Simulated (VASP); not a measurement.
A run of VASP 6.6.1 is set up as follows.

Contents of INCAR:

```
SYSTEM = Hf2Pd2Se2Br2O3
PREC = Accurate
ENCUT = 520
EDIFF = 1E-6
ISMEAR = -1
SIGMA = 0.05
LREAL = .False.
LASPH = .True.
NELM = 60
ALGO = Normal
ISIF = 2
LWAVE = .False.
LCHARG = .True.
GGA = PS
IVDW = 12
LELF = .True.
LVHAR = .True.
NBANDS = 53
```

KPOINTS

```
Automatic mesh
0
Gamma
  6 6 2
  0 0 0
```

POSCAR

```
Hf2Pd2Se2Br2O3
1.0
    5.9046187814     -1.6785552080     -0.1945688442
    5.9046187814      1.6785552080     -0.1945688442
   -0.3059206278      0.0000000000     10.3526006550
Hf Pd Se Br O
2 2 2 2 3
Direct
    0.9669188943      0.9669188943      0.0377554181
    0.5975882003      0.5975882003      0.3177953320
    0.1089292721      0.1089292721      0.5564731859
    0.3486562237      0.3486562237      0.7402563384
    0.9915041315      0.9915041315      0.7775371820
    0.7559543057      0.7559543057      0.5867762565
    0.6485493418      0.6485493418      0.0200962322
    0.2742001277      0.2742001277      0.2993119720
    0.5150132480      0.5150132480      0.4698274074
    0.3838118744      0.3838118744      0.0404900127
    0.0205643805      0.0205643805      0.2322706629
```

Potentials or basis: VASP PAW PBE potentials, release 64 (Hf_pv, Pd, Se, Br, O).

Command:

```console
$ cat potpaw_PBE.64/Hf_pv/POTCAR potpaw_PBE.64/Pd/POTCAR potpaw_PBE.64/Se/POTCAR potpaw_PBE.64/Br/POTCAR potpaw_PBE.64/O/POTCAR > POTCAR
$ mpirun -np 1 vasp_std > vasp.out
```

Estimate the band gap on the k mesh.

0.52 eV (least direct gap 0.72 eV).

What does it give for the pressure?

-0.5 GPa.

Estimate the largest force.

0.120 eV/Å.

Estimate the dispersion energy per atom.

-0.283 eV.

Stress tensor (GPa, compression positive):
```
-0.39  0.00 -0.02
 0.00 -0.57  0.00
-0.02  0.00 -0.51
```

Caveat: the PAW data sets were made with another functional, which shifts forces and pressure a little; spin-orbit coupling is left out, which moves the levels of the heavy elements. A k mesh can miss the band edges.
